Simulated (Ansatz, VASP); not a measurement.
**Ta: VASP beside Ansatz**

File INCAR:

```
ALGO = Fast
EDIFF = 1E-6
ENCUT = 520
GGA = PE
ISIF = 2
ISMEAR = 0
LASPH = T
LCHARG = T
LELF = T
LREAL = F
LVHAR = T
LWAVE = F
NBANDS = 12
NELM = 80
PREC = Accurate
SIGMA = 0.15
```

File KPOINTS:

```
k-points
0
Gamma
  20 20 20
```

The input POSCAR:

```
Ta
1.0
   -1.6450877000      1.6512800000      1.6450877000
    1.6574723000     -1.6512800000      1.6574723000
    1.6450877000      1.6512800000     -1.6450877000
Ta
1
Direct
    0.0000000000      0.0000000000      0.0000000000
```

Input for Ansatz:

```yaml
crystal:
  lattice:
    - [-1.6450877, 1.65128, 1.6450877]
    - [1.6574723, -1.65128, 1.6574723]
    - [1.6450877, 1.65128, -1.6450877]
  atoms:
    - { symbol: Ta, position: [0.0, 0.0, 0.0] }
basis:
  ecutwfc: 420
kpoints:
  mp_grid: { grid: [20, 20, 20] }
hamiltonian:
  xc: pbe
scf:
  occupations: { method: gaussian, width: 0.15 }
output:
  forces: true
  stress: true
  eigenvalues: true
```

Change from the starting cell: strain +0.0075 x Voigt [0, 0, 0, 0, 1, 0], atoms carried along.

Alike in both runs: task single point; functional PBE; k mesh 20 × 20 × 20; occupations gaussian, width 0.15 eV; no spin polarisation.

|  | VASP | Ansatz |
| --- | --- | --- |
| version | VASP 6.6.1 | Ansatz 0.2.0 |
| potentials or method | VASP PAW PBE potentials, release 64 (Ta_pv), cutoff 520 eV | scalar-relativistic, plane waves, PAW |
| valence electrons in the cell | 11 | 13 |

|  | VASP | Ansatz | Ansatz less VASP |
| --- | --- | --- | --- |
| gap on the k mesh at the Fermi level (eV) | none | none | - |
| pressure (GPa) | 3.3 | 3.1 | -0.12 |
| traceless stress, the component that is largest in VASP (GPa) | -0.62 | -0.62 | -0.001 |

A gap of «none» marks a metal or a gap that the smearing closes. VASP's potentials hold 11 valence electrons a cell and Ansatz's 13, so a difference there can come from the potentials and not from the codes.

Neither program's run includes spin-orbit coupling.
